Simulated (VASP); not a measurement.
# SiC (lda) (F-43m) in VASP: further runs

Runs on SiC (lda). Level: LDA. Tasks: single point, relaxation of cell and atoms.

Everything below comes from runs of VASP 6.6.1. Logs are shortened: lines on timing, memory, paths and dates and some standing lists are left out, and cuts for length are marked.

**1. The cell of the first run**

The structure is cubic, space group F-43m (No. 216). Conventional cell: a = 4.329 Å, b = 4.329 Å, c = 4.329 Å, α = 90.00°, β = 90.00°, γ = 90.00°. Si (site symmetry -43m) has 4 C at 1.87 Å within 2.5 Å. Within 2.5 Å of C (site symmetry -43m) lie 4 Si at 1.87 Å.

**2. Single point, LDA**

INCAR reads:

```
PREC = Accurate
ENCUT = 600
EDIFF = 1E-6
ISMEAR = 0
SIGMA = 0.02
LREAL = F
LASPH = T
NELM = 120
ALGO = Normal
ISIF = 2
LWAVE = F
LCHARG = T
GGA = CA
LELF = T
LVHAR = T
NBANDS = 11
GGA_COMPAT = F
```

KPOINTS reads:

```
regular mesh
0
Gamma
  10 10 10
```

POSCAR reads:

```
SiC
1.0
    0.0000000000      2.1645334671      2.1645334671
    2.1645334671      0.0000000000      2.1645334671
    2.1645334671      2.1645334671      0.0000000000
Si C
1 1
Direct
    0.0000000000      0.0000000000      0.0000000000
    0.2500000000      0.2500000000      0.2500000000
```

Potentials or basis: VASP PAW LDA potentials, release 64 (Si, C).

Run with:

```
> cat potpaw_LDA.64/Si/POTCAR potpaw_LDA.64/C/POTCAR > POTCAR
> mpirun -np 1 vasp_std > vasp.out
```

OUTCAR:

```text
PREC = Accurate
   ENCUT = 600
   EDIFF = 1E-6
   ISMEAR = 0
   LREAL = F
   LASPH = T
   NELM = 120
   ISIF = 2
   GGA = CA

 ion  position               nearest neighbor table
   1  0.000  0.000  0.000-   2 1.87   2 1.87   2 1.87   2 1.87
   2  0.250  0.250  0.250-   1 1.87   1 1.87   1 1.87   1 1.87

  LATTYP: Found a face centered cubic cell.
 ALAT       =     4.3290669342

  Lattice vectors:

 A1 = (   0.0000000000,   2.1645334671,   2.1645334671)
 A2 = (   2.1645334671,   0.0000000000,   2.1645334671)
 A3 = (   2.1645334671,   2.1645334671,   0.0000000000)

Analysis of symmetry for initial positions (statically):
=====================================================================
 Subroutine PRICEL returns:
 Original cell was already a primitive cell.

 Routine SETGRP: Setting up the symmetry group for a
 face centered cubic supercell.

 Subroutine GETGRP returns: Found 24 space group operations
 (whereof 24 operations were pure point group operations)
 out of a pool of 48 trial point group operations.

The static configuration has the point symmetry T_d .

Analysis of symmetry for dynamics (positions and initial velocities):
=====================================================================
 Subroutine PRICEL returns:
 Original cell was already a primitive cell.

 Routine SETGRP: Setting up the symmetry group for a
 face centered cubic supercell.

 Subroutine GETGRP returns: Found 24 space group operations
 (whereof 24 operations were pure point group operations)
 out of a pool of 48 trial point group operations.

The dynamic configuration has the point symmetry T_d .

 Subroutine INISYM returns: Found 24 space group operations
 (whereof 24 operations are pure point group operations),
 and found     1 'primitive' translations

----------------------------------------------------------------------------------------

                                     Primitive cell

  volume of cell :      20.2826

  direct lattice vectors                    reciprocal lattice vectors
     0.000000000  2.164533467  2.164533467    -0.230996659  0.230996659  0.230996659
     2.164533467  0.000000000  2.164533467     0.230996659 -0.230996659  0.230996659
     2.164533467  2.164533467  0.000000000     0.230996659  0.230996659 -0.230996659

  length of vectors
     3.061112585  3.061112585  3.061112585     0.400097950  0.400097950  0.400097950

  position of ions in fractional coordinates (direct lattice)
     0.000000000  0.000000000  0.000000000
     0.250000000  0.250000000  0.250000000

[... 79 lines left out ...]
   NSW    =      0    number of steps for IOM
   IBRION =     -1    ionic relax: 0-MD 1-quasi-New 2-CG
   NFREE  =      0    steps in history (QN), initial steepest desc. (CG)
   ISIF   =      2    stress and relaxation
   ISYM   =      2    0-nonsym 1-usesym 2-fastsym
   POTIM  = 0.5000    time-step for ionic-motion
   TEBEG  =    0.0;   TEEND  =   0.0 temperature during run
   PSTRESS=    0.0 pullay stress
   NELECT =       8.0000    total number of electrons
   NUPDOWN=      -1.0000    fix difference up-down
   EMIN   =  10.00;   EMAX   =-10.00  energy-range for DOS
   EFERMI =   0.00;   METHOD = LEGACY
   ISMEAR =     0;   SIGMA  =   0.02  broadening in eV -4-tet -1-fermi 0-gaus
   EFERMI_NEDOS =   21; number of points for ismear=-14 and -15
   IALGO  =     38    algorithm
   IMIX   =      4    mixing-type and parameters
     AMIX     =   0.40;   BMIX     =  1.00
     AMIX_MAG =   1.60;   BMIX_MAG =  1.00
  volume/ion in A,a.u.               =      10.14        68.44
  Fermi-wavevector in a.u.,A,eV,Ry     =   1.200597  2.268799 19.611883  1.441433
  Thomas-Fermi vector in A             =   2.336428
   LORBIT       =      0    0 simple, 1 ext, 2 COOP (PROOUT), +10 PAW based schemes
   GGA     = CA    functional components
   LHFCALC =     F    Hartree Fock is set to
   AEXX    =    0.0000 exact exchange contribution
   IVDW    =     0    specifies the selected vdW correction
   LEPSILON=     F    determine dielectric tensor
   LRPA    =     F    only Hartree local field effects (RPA)
 non-spin polarized calculation
 Gauss-broadening in eV      SIGMA  =   0.02
  energy-cutoff  :      600.00
  volume of cell :       20.28
 maximum number of plane-waves:       700
   NGX = 13   NGY = 13   NGZ = 13

 number of electron       8.0000000 magnetization

 Free energy of the ion-electron system (eV)
  ---------------------------------------------------
  ext. energy  EPLUGINS =         0.00000000
  ---------------------------------------------------
  free energy    TOTEN  =       -16.64463217 eV

  energy without entropy =      -16.64463217  energy(sigma->0) =      -16.64463217

 E-fermi :   8.3861     XC(G=0): -11.6418

 val. band max:        8.2897556666   @ k =   0.0000   0.0000   0.0000
 cond. band min:       9.5775904811   @ k =   0.5000   0.5000   0.0000
 fundamental gap:      1.2878348146
 Fermi energy:         8.3860805948

 k-point     1 :       0.0000    0.0000    0.0000
  band No.  band energies     occupation
      1      -7.1828      2.00000
      2       8.2898      2.00000
      3       8.2898      2.00000
      4       8.2898      2.00000
      5      14.8172      0.00000
      6      15.6204      0.00000
      7      15.6204      0.00000
      8      15.6204      0.00000
      9      22.8663      0.00000
     10      22.8663      0.00000
     11      24.7728      0.00000
[... 309 lines left out ...]
 k-point    24 :       0.4000    0.3000    0.0000
  band No.  band energies     occupation
      1      -3.9675      2.00000
      2       2.7328      2.00000
      3       5.0842      2.00000
      4       5.6259      2.00000
      5      11.1086      0.00000
      6      13.8750      0.00000
      7      19.9877      0.00000
      8      20.2565      0.00000
      9      22.1090      0.00000
     10      26.4367      0.00000
     11      29.7111      0.00000

 [... further k-points ...]
[... 5 lines left out ...]
  --------------------------------------------------------------------------------------
  -------------------------------------------------------------------------------------
  Total        0.0311181      0.0311181      0.0311181     -0.0000000      0.0000000      0.0000000
  in kB        2.4581082      2.4581082      2.4581082     -0.0000000      0.0000000      0.0000000
  external PRESSURE =       2.4581082 kB  Pullay stress =       0.0000000 kB

 VOLUME and BASIS-vectors are now :
 -----------------------------------------------------------------------------
  energy-cutoff  :      600.00
  volume of cell :       20.28
      direct lattice vectors                 reciprocal lattice vectors
     0.000000000  2.164533467  2.164533467    -0.230996659  0.230996659  0.230996659
     2.164533467  0.000000000  2.164533467     0.230996659 -0.230996659  0.230996659
     2.164533467  2.164533467  0.000000000     0.230996659  0.230996659 -0.230996659

 POSITION                                       TOTAL-FORCE (eV/Angst)
 -----------------------------------------------------------------------------------
      0.00000      0.00000      0.00000         0.000000     -0.000000     -0.000000
      1.08227      1.08227      1.08227        -0.000000      0.000000      0.000000
 -----------------------------------------------------------------------------------
    total drift:                                0.000000      0.000000      0.000000

  FREE ENERGIE OF THE ION-ELECTRON SYSTEM (eV)
  ---------------------------------------------------
  free  energy   TOTEN  =       -16.6446321657 eV

  energy  without entropy=      -16.6446321657  energy(sigma->0) =      -16.64463217
```

OSZICAR:

```text
N       E                     dE             d eps       ncg     rms          rms(c)
DAV:   1     0.421308895893E+01    0.42131E+01   -0.44533E+03  1082   0.699E+02
DAV:   2    -0.179919664788E+02   -0.22205E+02   -0.20950E+02  1308   0.117E+02
DAV:   3    -0.187364315763E+02   -0.74447E+00   -0.74329E+00  1265   0.178E+01
DAV:   4    -0.187395792794E+02   -0.31477E-02   -0.31475E-02  1189   0.151E+00
DAV:   5    -0.187395950701E+02   -0.15791E-04   -0.15791E-04  1262   0.977E-02    0.927E+00
DAV:   6    -0.167397615040E+02    0.19998E+01   -0.72592E+00  1163   0.120E+01    0.409E+00
DAV:   7    -0.166657657443E+02    0.73996E-01   -0.41147E-01  1226   0.369E+00    0.182E+00
DAV:   8    -0.166450668672E+02    0.20699E-01   -0.27381E-02  1193   0.998E-01    0.183E-01
DAV:   9    -0.166446172637E+02    0.44960E-03   -0.21135E-03  1246   0.247E-01    0.985E-02
DAV:  10    -0.166446317633E+02   -0.14500E-04   -0.13251E-04  1178   0.717E-02    0.339E-02
DAV:  11    -0.166446321657E+02   -0.40243E-06   -0.37245E-06  1247   0.119E-02
   1 F= -.16644632E+02 E0= -.16644632E+02  d E =-.285427E-14
```

stdout:

```text
POSCAR found type information on POSCAR SiC
 POSCAR found :  2 types and       2 ions
 scaLAPACK will be used
 LDA part: xc-table for (Slater(with rela. corr.)+CA(PZ))
 , standard interpolation
 POSCAR, INCAR and KPOINTS ok, starting setup
 FFT: planning ... GRIDC
 FFT: planning ... GRID_SOFT
 FFT: planning ... GRID
 WAVECAR not read
 entering main loop
```

Wall time 7 s (1 thread of Intel Xeon 8259CL, shared host); peak memory 0.13 GiB.

Results:

```yaml
Free_energy: -16.6446 eV
Pressure: 0.2 GPa
Band_gap_on_the_k_mesh: 1.29 eV, indirect (least direct gap 4.52 eV)
```

A k mesh can miss the band edges. Expect the measured gap to be larger: semilocal functionals such as LDA lack the derivative discontinuity.

(Continued in part 2 of 2.)
